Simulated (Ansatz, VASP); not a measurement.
**Two plane-wave programs on Li**

```
Li
1.0
     0.00000    2.93330    2.93330
     2.93330    0.00000    2.93330
     2.93330    2.93330    0.00000
Li
2
Direct
  0.71750 0.92750 0.92750
  0.28250 0.07250 0.07250
```

Change from the starting cell: shortest bond scaled by 0.58, PAW files.

Alike in both runs: task electric field gradients; functional r2SCAN; k mesh 9 × 9 × 9; occupations fermi-dirac, width 0.05 eV; no spin polarisation.

|  | VASP | Ansatz |
| --- | --- | --- |
| version | VASP 6.6.1 | Ansatz 0.2.0 |
| potentials or method | VASP PAW PBE potentials, release 64 (Li_sv) | PAW with Ansatz's default frozen-core files, scalar-relativistic |
| plane-wave cutoff (eV) | 520 | 500 |
| valence electrons in the cell | 6 | 6 |

VASP gave:

* rms of the force components (eV/Å): 2.454
* size of Vzz on the site where it differs most (V/Å²): 8.2

Question: Which values does Ansatz return?

Answer: rms of the force components (eV/Å): 2.620; size of Vzz on the site where it differs most (V/Å²): 9.1.

VASP's potentials were made for PBE, not for r2SCAN. Atom by atom the forces differ by 0.166 eV/Å (rms over components).

Noted on VASP's run: the cutoff is short for stress, so the pressure is rough.
